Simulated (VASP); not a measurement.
Runs of VASP 6.6.1 on HfN. The structure is that of space group P4/nmm (No. 129), or close to it. The cells are those of the table. 

```tsv
level	potentials or basis	cell	k mesh	gap on the mesh (eV)	pressure (GPa)	largest force (eV/Å)
PBEsol	VASP PAW PBE potentials, release 64 (Hf_pv, N)	a = 3.857, b = 3.857, c = 4.818 Å, 4 atoms	10 × 10 × 8	none	-5.6	(a)
LDA	VASP PAW LDA potentials, release 64 (Hf_pv, N)	a = 3.857, b = 3.857, c = 4.818 Å, 4 atoms	15 × 15 × 12	none	-8.7	0.90
PBE	VASP PAW PBE potentials, release 64 (Hf_pv, N)	a = 3.891, b = 3.891, c = 5.065 Å, 4 atoms	10 × 10 × 8	none	(b)	0.18
PBE	VASP PAW PBE potentials, release 64 (Hf_pv, N)	a = 3.857, b = 3.857, c = 4.818 Å, 4 atoms	10 × 10 × 8	none	-1.3	0.18
LDA	VASP PAW LDA potentials, release 64 (Hf_pv, N)	a = 3.857, b = 3.857, c = 4.818 Å, 4 atoms	10 × 10 × 8	none	-8.7	0.90
PBE	VASP PAW PBE potentials, release 64 (Hf_pv, N)	a = 3.841, b = 3.841, c = 4.664 Å, 4 atoms	10 × 10 × 8	none	1.4	0.18
PBE	VASP PAW PBE potentials, release 64 (Hf_pv, N)	a = 3.908, b = 3.908, c = 5.163 Å, 4 atoms	10 × 10 × 8	none	(c)	0.18
PBE	VASP PAW PBE potentials, release 64 (Hf_pv, N)	a = 3.838, b = 3.838, c = 4.597 Å, 4 atoms	10 × 10 × 8	none	2.4	0.18
PBE	VASP PAW PBE potentials, release 64 (Hf_pv, N)	a = 3.821, b = 3.850, c = 4.880 Å, angles 90.5, 89.8, 90.7°, 4 atoms	10 × 10 × 8	none	1.4	1.09
PBE	VASP PAW PBE potentials, release 64 (Hf_pv, N)	a = 3.877, b = 3.877, c = 4.958 Å, 4 atoms	10 × 10 × 8	none	-3.5	0.18
PBE	VASP PAW PBE potentials, release 64 (Hf_pv, N)	a = 3.846, b = 3.846, c = 4.749 Å, 4 atoms	10 × 10 × 8	none	0.1	0.18
PBE	VASP PAW PBE potentials, release 64 (Hf_pv, N)	a = 3.857, b = 3.857, c = 4.818 Å, 4 atoms	15 × 15 × 12	none	-1.3	0.18
```

Alike in all rows: task single point; no spin polarisation; cutoff (eV) 520; smearing gaussian 0.05 eV.

Task: Fill in the values left out.

Result: (a) 0.57; (b) -4.9; (c) -6.0.

Caveats: spin-orbit coupling is left out, which moves the levels of the heavy elements; the PAW data sets were made with another functional, which shifts forces and pressure a little (some runs); forces of over 1 eV/Å act on the atoms, so gaps and moduli don't describe the material at rest (some runs).

A k mesh can miss the band edges, and the runs leave out spin-orbit coupling on Hf.

A gap of «none» marks levels without a gap at the run's occupations.
